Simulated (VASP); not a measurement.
# LiPS3 (P-6c2) in VASP: relaxation of cell and atoms with PBE

Aim: the relaxation of cell and atoms of LiPS3 with PBE.

Everything below comes from runs of VASP 6.6.1. Logs are shortened: lines on timing, memory, paths and dates and some standing lists are left out, and cuts for length are marked.

## (1) The cell of the first run

It takes space group P-6c2 (No. 188, hexagonal). Conventional cell: a = 6.364 Å, b = 6.364 Å, c = 5.700 Å, α = 90.00°, β = 90.00°, γ = 120.00°. Li (site symmetry 32) has 6 S at 2.55 Å and 2 Li at 2.85 Å within 3.4 Å. Within 3.3 Å of P (site symmetry 32) lie 6 S at 2.53 Å and 2 P at 2.85 Å. Within 3.3 Å of S (site symmetry m) lie 2 P at 2.53 Å and 2 Li at 2.55 Å.

The cell was built from a structure type or drawn by symmetry, and may not be a known phase.

## (2) Relaxation of cell and atoms, PBE

INCAR

```
ALGO = Normal
EDIFF = 1E-7
EDIFFG = -0.08
ENCUT = 750
GGA = PE
GGA_COMPAT = False
IBRION = 2
ISIF = 3
ISMEAR = 0
LASPH = True
LCHARG = False
LREAL = False
LWAVE = False
NELM = 120
NELMIN = 4
NSW = 36
PREC = Accurate
SIGMA = 0.15
```

KPOINTS

```
k-points
0
Gamma
  2 2 2
```

POSCAR

```
LiPS3
1.0
    6.3643298900      0.0000000000      0.0000000000
   -3.1821649500      5.5116713700      0.0000000000
    0.0000000000      0.0000000000      5.7001689800
Li P S
2 2 6
Direct
    0.0000000000      0.0000000000      0.5000000000
    0.0000000000      0.0000000000      0.0000000000
    0.6666666700      0.3333333300      0.0000000000
    0.6666666700      0.3333333300      0.5000000000
    0.3358539900      0.0058700000      0.7500000000
    0.6700160100      0.6641460100      0.7500000000
    0.9941300000      0.3299839900      0.7500000000
    0.9941300000      0.6641460100      0.2500000000
    0.3358539900      0.3299839900      0.2500000000
    0.6700160100      0.0058700000      0.2500000000
```

Potentials or basis: VASP PAW PBE potentials, release 64 (Li_sv, P, S).

Launch:

```console
cat potpaw_PBE.64/Li_sv/POTCAR potpaw_PBE.64/P/POTCAR potpaw_PBE.64/S/POTCAR > POTCAR
mpirun -np 1 vasp_std > vasp.out
```

OUTCAR:

```text
EDIFF = 1E-7
   EDIFFG = -0.08
   ENCUT = 750
   GGA = PE
   IBRION = 2
   ISIF = 3
   ISMEAR = 0
   LASPH = True
   LREAL = False
   NELM = 120
   NELMIN = 4
   NSW = 36
   PREC = Accurate

 ion  position               nearest neighbor table
   1  0.000  0.000  0.500-   5 2.55  10 2.55   9 2.55   6 2.55   7 2.55   8 2.55
   2  0.000  0.000  0.000-   5 2.55  10 2.55   9 2.55   6 2.55   7 2.55   8 2.55
   3  0.667  0.333  0.000-   7 2.53  10 2.53   5 2.53   8 2.53   9 2.53   6 2.53   4 2.85   4 2.85

   4  0.667  0.333  0.500-   7 2.53  10 2.53   5 2.53   8 2.53   9 2.53   6 2.53   3 2.85   3 2.85

   5  0.336  0.006  0.750-   3 2.53   4 2.53   1 2.55   2 2.55
   6  0.670  0.664  0.750-   3 2.53   4 2.53   1 2.55   2 2.55
   7  0.994  0.330  0.750-   3 2.53   4 2.53   1 2.55   2 2.55
   8  0.994  0.664  0.250-   3 2.53   4 2.53   1 2.55   2 2.55
   9  0.336  0.330  0.250-   3 2.53   4 2.53   1 2.55   2 2.55
  10  0.670  0.006  0.250-   3 2.53   4 2.53   1 2.55   2 2.55

  LATTYP: Found a hexagonal cell.
 ALAT       =     6.3643298900
 C/A-ratio  =     0.8956432301

  Lattice vectors:

 A1 = (   6.3643298900,   0.0000000000,   0.0000000000)
 A2 = (  -3.1821649500,   5.5116713700,   0.0000000000)
 A3 = (   0.0000000000,   0.0000000000,   5.7001689800)

Analysis of symmetry for initial positions (statically):
=====================================================================
 Subroutine PRICEL returns:
 Original cell was already a primitive cell.

 Routine SETGRP: Setting up the symmetry group for a
 hexagonal supercell.

 Subroutine GETGRP returns: Found 12 space group operations
 (whereof  6 operations were pure point group operations)
 out of a pool of 24 trial point group operations.

The static configuration has the point symmetry D_3 .
 The point group associated with its full space group is D_3h.

Analysis of symmetry for dynamics (positions and initial velocities):
=====================================================================
 Subroutine PRICEL returns:
 Original cell was already a primitive cell.

 Routine SETGRP: Setting up the symmetry group for a
 hexagonal supercell.

 Subroutine GETGRP returns: Found 12 space group operations
 (whereof  6 operations were pure point group operations)
 out of a pool of 24 trial point group operations.

The dynamic configuration has the point symmetry D_3 .
 The point group associated with its full space group is D_3h.

 Subroutine INISYM returns: Found 12 space group operations
 (whereof  6 operations are pure point group operations),
 and found     1 'primitive' translations

----------------------------------------------------------------------------------------

                                     Primitive cell

  volume of cell :     199.9511

  direct lattice vectors                    reciprocal lattice vectors
     6.364329890  0.000000000  0.000000000     0.157125733  0.090716584  0.000000000
    -3.182164950  5.511671370  0.000000000     0.000000000  0.181433168  0.000000000
     0.000000000  0.000000000  5.700168980     0.000000000  0.000000000  0.175433396

  length of vectors
     6.364329890  6.364329899  5.700168980     0.181433169  0.181433168  0.175433396

  position of ions in fractional coordinates (direct lattice)
     0.000000000  0.000000000  0.500000000
     0.000000000  0.000000000  0.000000000
     0.666666670  0.333333330  0.000000000
     0.666666670  0.333333330  0.500000000
     0.335853990  0.005870000  0.750000000
     0.670016010  0.664146010  0.750000000
     0.994130000  0.329983990  0.750000000
     0.994130000  0.664146010  0.250000000
     0.335853990  0.329983990  0.250000000
     0.670016010  0.005870000  0.250000000

  ion indices of the primitive-cell ions
   primitive index   ion index
                 1           1
                 2           2
                 3           3
                 4           4
                 5           5
                 6           6
                 7           7
                 8           8
                 9           9
                10          10

----------------------------------------------------------------------------------------

 KPOINTS: k-points

Automatic generation of k-mesh.
 Grid dimensions read from file:
 generate k-points for:    2    2    2

 Generating k-lattice:

  Cartesian coordinates                     Fractional coordinates (reciprocal lattice)
     0.078562867  0.045358292  0.000000000     0.500000000  0.000000000  0.000000000
     0.000000000  0.090716584  0.000000000     0.000000000  0.500000000  0.000000000
     0.000000000  0.000000000  0.087716698     0.000000000  0.000000000  0.500000000

  Length of vectors
     0.090716584  0.090716584  0.087716698

  Shift w.r.t. Gamma in fractional coordinates (k-lattice)
     0.000000000  0.000000000  0.000000000

 Subroutine IBZKPT returns following result:
 ===========================================

 Found      4 irreducible k-points:

 Following reciprocal coordinates:
            Coordinates               Weight
  0.000000  0.000000  0.000000      1.000000
  0.500000  0.000000  0.000000      3.000000
  0.000000  0.000000  0.500000      1.000000
  0.500000  0.000000  0.500000      3.000000
   k-points           NKPTS =      4   k-points in BZ     NKDIM =      4   number of bands    NBANDS=     32
   number of dos      NEDOS =    301   number of ions     NIONS =     10
   total plane-waves  NPLWV = 194400
   dimension x,y,z NGX =    60 NGY =   60 NGZ =   54
   dimension x,y,z NGXF=   120 NGYF=  120 NGZF=  108
   ions per type =               2   2   6
   NGX,Y,Z   is equivalent  to a cutoff of  15.67, 15.67, 15.75 a.u.
   NGXF,Y,Z  is equivalent  to a cutoff of  31.35, 31.35, 31.50 a.u.
 SYSTEM =  unknown system
   PREC   = accura    normal or accurate (medium, high low for compatibility)
   ISTART =      0    job   : 0-new  1-cont  2-samecut
   ICHARG =      2    charge: 1-file 2-atom 10-const
   ISPIN  =      1    spin polarized calculation?
   LNONCOLLINEAR =      F non collinear calculations
   LSORBIT =      F    spin-orbit coupling
   LASPH  =      T    aspherical Exc in radial PAW
   ENCUT  =  750.0 eV  55.12 Ry    7.42 a.u.  14.21 14.21 12.73*2*pi/ulx,y,z
   NELM   =    120;   NELMIN=  4; NELMDL= -5     # of ELM steps
   EDIFF  = 0.1E-06   stopping-criterion for ELM
   LREAL  =      F    real-space projection
   EDIFFG = -.8E-01   stopping-criterion for IOM
   NSW    =     36    number of steps for IOM
   IBRION =      2    ionic relax: 0-MD 1-quasi-New 2-CG
   NFREE  =      1    steps in history (QN), initial steepest desc. (CG)
   ISIF   =      3    stress and relaxation
   ISYM   =      2    0-nonsym 1-usesym 2-fastsym
   POTIM  = 0.5000    time-step for ionic-motion
   TEBEG  =    0.0;   TEEND  =   0.0 temperature during run
   PSTRESS=    0.0 pullay stress
   NELECT =      52.0000    total number of electrons
   NUPDOWN=      -1.0000    fix difference up-down
   EMIN   =  10.00;   EMAX   =-10.00  energy-range for DOS
   EFERMI =   0.00;   METHOD = LEGACY
   ISMEAR =     0;   SIGMA  =   0.15  broadening in eV -4-tet -1-fermi 0-gaus
   EFERMI_NEDOS =   21; number of points for ismear=-14 and -15
   IALGO  =     38    algorithm
   IMIX   =      4    mixing-type and parameters
     AMIX     =   0.40;   BMIX     =  1.00
     AMIX_MAG =   1.60;   BMIX_MAG =  1.00
  volume/ion in A,a.u.               =      20.00       134.93
  Fermi-wavevector in a.u.,A,eV,Ry     =   1.044964  1.974696 14.856881  1.091950
  Thomas-Fermi vector in A             =   2.179739
   LORBIT       =      0    0 simple, 1 ext, 2 COOP (PROOUT), +10 PAW based schemes
   GGA     = PE    functional components
   LHFCALC =     F    Hartree Fock is set to
   AEXX    =    0.0000 exact exchange contribution
   IVDW    =     0    specifies the selected vdW correction
   LEPSILON=     F    determine dielectric tensor
   LRPA    =     F    only Hartree local field effects (RPA)
 conjugate gradient relaxation of ions
 non-spin polarized calculation
 Gauss-broadening in eV      SIGMA  =   0.15
  energy-cutoff  :      750.00
  volume of cell :      199.95
 maximum number of plane-waves:      9354
 NGX is ok and might be reduce to    60
   NGX = 29   NGY = 29   NGZ = 25

--------------------------------------- Ionic step        1  -------------------------------------------

 number of electron      52.0000004 magnetization

 Free energy of the ion-electron system (eV)
  ---------------------------------------------------
  ext. energy  EPLUGINS =         0.00000000
  ---------------------------------------------------
  free energy    TOTEN  =       -39.01012470 eV

  energy without entropy =      -38.93774124  energy(sigma->0) =      -38.97393297

 E-fermi :   2.8983     XC(G=0):  -9.1064

 val. band max:        2.8105517048   @ k =   0.5000   0.0000   0.0000
 cond. band min:       3.0588297021   @ k =   0.5000   0.0000   0.0000
 fundamental gap:      0.2482779973
 Fermi energy:         2.8982851483

 k-point     1 :       0.0000    0.0000    0.0000
  band No.  band energies     occupation
      1     -41.7827      2.00000
      2     -41.7685      2.00000
      3     -11.2628      2.00000
      4      -8.7952      2.00000
      5      -8.6695      2.00000
      6      -8.6695      2.00000
[... 24 lines left out ...]
     31       6.5522      0.00000
     32       6.9652      0.00000
[... 433 lines left out ...]
 POSITION                                       TOTAL-FORCE (eV/Angst)
 -----------------------------------------------------------------------------------
      0.00000      0.00000      2.82656        -0.000000      0.000000      0.000000
      0.00000      0.00000      0.00000        -0.000000      0.000000      0.000000
      3.03366      1.75148      0.00000        -0.000000      0.000000      0.000000
      3.03366      1.75148      2.82656        -0.000000      0.000000      0.000000
      2.21491      0.17684      4.23984         0.100444      0.124014      0.000000
      2.07935      3.24786      4.23984         0.057177     -0.148994      0.000000
      4.80672      1.82975      4.23984        -0.157621      0.024980     -0.000000
      3.98797      3.24786      1.41328        -0.057177     -0.148994     -0.000000
      1.26060      1.82975      1.41328         0.157621      0.024980     -0.000000
      3.85241      0.17684      1.41328        -0.100444      0.124014     -0.000000
 -----------------------------------------------------------------------------------
    total drift:                               -0.000015      0.000009      0.000000

  FREE ENERGIE OF THE ION-ELECTRON SYSTEM (eV)
  ---------------------------------------------------
  free  energy   TOTEN  =       -42.1838908044 eV

  energy  without entropy=      -42.1260609426  energy(sigma->0) =      -42.15497587

--------------------------------------- Ionic step        9  -------------------------------------------

 number of electron      52.0000004 magnetization

 Free energy of the ion-electron system (eV)
  ---------------------------------------------------
  ext. energy  EPLUGINS =         0.00000000
  ---------------------------------------------------
  free energy    TOTEN  =       -42.18972488 eV

  energy without entropy =      -42.13208176  energy(sigma->0) =      -42.16090332

 E-fermi :   4.5289     XC(G=0):  -9.4058

 val. band max:        3.8723837098   @ k =   0.0000   0.0000   0.0000
 cond. band min:       4.5657625358   @ k =   0.5000   0.0000   0.0000
 fundamental gap:      0.6933788260
 Fermi energy:         4.5288600261

 k-point     1 :       0.0000    0.0000    0.0000
  band No.  band energies     occupation
      1     -41.1948      2.00000
      2     -41.1793      2.00000
      3     -12.2982      2.00000
      4      -9.1903      2.00000
      5      -8.4297      2.00000
      6      -8.4297      2.00000
[... 24 lines left out ...]
     31       9.1355      0.00000
     32       9.1588      0.00000
[... 125 lines left out ...]
 POSITION                                       TOTAL-FORCE (eV/Angst)
 -----------------------------------------------------------------------------------
      0.00000      0.00000      2.81016         0.000000     -0.000000      0.000000
      0.00000      0.00000      0.00000         0.000000     -0.000000      0.000000
      3.03745      1.75367      0.00000         0.000000      0.000000      0.000000
      3.03745      1.75367      2.81016         0.000000      0.000000      0.000000
      2.22612      0.18341      4.21524         0.021512      0.021793     -0.000000
      2.08323      3.24144      4.21524         0.008118     -0.029527     -0.000000
      4.80301      1.83617      4.21524        -0.029630      0.007733     -0.000000
      3.99167      3.24144      1.40508        -0.008118     -0.029527      0.000000
      1.27190      1.83617      1.40508         0.029630      0.007733      0.000000
      3.84879      0.18341      1.40508        -0.021512      0.021793     -0.000000
 -----------------------------------------------------------------------------------
    total drift:                               -0.000015      0.000009      0.000000

  FREE ENERGIE OF THE ION-ELECTRON SYSTEM (eV)
  ---------------------------------------------------
  free  energy   TOTEN  =       -42.1897248755 eV

  energy  without entropy=      -42.1320817559  energy(sigma->0) =      -42.16090332

 reached required accuracy - stopping structural energy minimisation
```

Wall time 5 min (1 thread of Intel Xeon 6975P-C (Granite Rapids), shared host); peak memory 0.48 GiB.

What came out:

```
Free energy                           : -42.1897 eV
Relaxed volume                        : 17.96 Å³/atom
Relaxed cell                          : a = 6.075 Å, b = 6.075 Å, c = 5.620 Å, α = 90.00°, β = 90.00°, γ = 120.00°
Space group after relaxing (to 0.1 Å) : P-6c2 (No. 188)
Energy gained by relaxing             : 318.0 meV/atom
Ionic steps                           : 9
Pressure after relaxing               : 0.3 GPa
Largest force after relaxing          : 0.031 eV/Å
Band gap on the k mesh                : zero (bands 26 and 27 overlap by 0.69 eV)
```

Forces on the atoms (eV/Å):
```
Li   0.000  0.000  0.000
Li   0.000  0.000  0.000
P    0.000  0.000  0.000
P    0.000  0.000  0.000
S    0.022  0.022  0.000
S    0.008 -0.030  0.000
S   -0.030  0.008  0.000
S   -0.008 -0.030  0.000
S    0.030  0.008  0.000
S   -0.022  0.022  0.000
```

The path:
```csv
step,energy change (eV),largest force (eV/Å),pressure (GPa),volume (Å³)
1,0.0000,2.3713,-8.77,199.95
2,-2.6236,1.2998,-0.27,169.75
3,-2.7147,0.8387,3.19,163.84
4,-2.7162,0.8916,2.75,164.52
5,-2.9868,0.4065,2.01,169.37
6,-3.0774,0.2963,1.62,174.16
7,-3.1644,0.2780,-1.01,182.19
8,-3.1738,0.1596,-0.44,180.22
9,-3.1796,0.0306,0.27,179.63
```

Final structure:
```
Li P S
1.0
     6.07491    0.00000    0.00000
    -3.03745    5.26102    0.00000
     0.00000    0.00000    5.62032
Li P S
2 2 6
Direct
  0.00000 0.00000 0.50000
  0.00000 0.00000 0.00000
  0.66667 0.33333 0.00000
  0.66667 0.33333 0.50000
  0.38388 0.03486 0.75000
  0.65099 0.61612 0.75000
  0.96514 0.34901 0.75000
  0.96514 0.61612 0.25000
  0.38388 0.34901 0.25000
  0.65099 0.03486 0.25000
```

Levels at points of the mesh, in eV from the Fermi level:
| k point | band 23 | band 24 | band 25 | band 26 | band 27 | band 28 | band 29 | band 30 |
| --- | --- | --- | --- | --- | --- | --- | --- | --- |
| (0.00, 0.00, 0.00) | -1.05 | -0.96 | -0.96 | -0.66 | -0.66 | 1.85 | 4.29 | 4.61 |
| (0.50, 0.00, 0.00) | -1.44 | -1.36 | -1.26 | 0.04 | 0.05 | 2.27 | 2.73 | 2.99 |
| (0.00, 0.00, 0.50) | -0.94 | -0.94 | -0.94 | -0.94 | 1.00 | 1.00 | 3.26 | 3.26 |
| (0.50, 0.00, 0.50) | -1.58 | -1.58 | -0.74 | -0.74 | 0.82 | 0.82 | 3.46 | 3.46 |

Caveat: the k points lie up to 0.60 Å⁻¹ apart in the final cell, too coarse for converged energies and pressures of a metal.
